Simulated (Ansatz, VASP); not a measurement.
# One calculation of Ta2Mo, two programs

```
Ta Mo
1.0
     5.39560    0.00000    0.00000
     0.00000    5.39560    0.00000
     0.00000    0.00000    5.39560
Ta Mo
4 2
Direct
  0.25000 0.25000 0.25000
  0.25000 0.75000 0.75000
  0.75000 0.75000 0.25000
  0.75000 0.25000 0.75000
  0.00000 0.00000 0.00000
  0.50000 0.50000 0.50000
```

Alike in both runs: functional PBE; k mesh 4 × 4 × 4; occupations gaussian, width 0.1 eV; no spin polarisation.

Ansatz relaxed the structure, and its values are those at the end. VASP's run is a single point on that final structure, the one shown.

|  | VASP | Ansatz |
| --- | --- | --- |
| version | VASP 6.6.1 | Ansatz 0.2.0 |
| potentials or method | VASP PAW PBE potentials, release 64 (Ta_pv, Mo_sv), cutoff 520 eV | scalar-relativistic, plane waves, PAW |
| valence electrons in the cell | 72 | 80 |

|  | VASP | Ansatz | Ansatz less VASP |
| --- | --- | --- | --- |
| gap on the k mesh at the Fermi level (eV) | none | none | - |
| pressure (GPa) | 0.7 | 0.2 | -0.49 |

A gap of «none» marks a metal or a gap that the smearing closes. VASP's potentials hold 72 valence electrons a cell and Ansatz's 80, so a difference there can come from the potentials and not from the codes.

Spin-orbit coupling is off throughout.
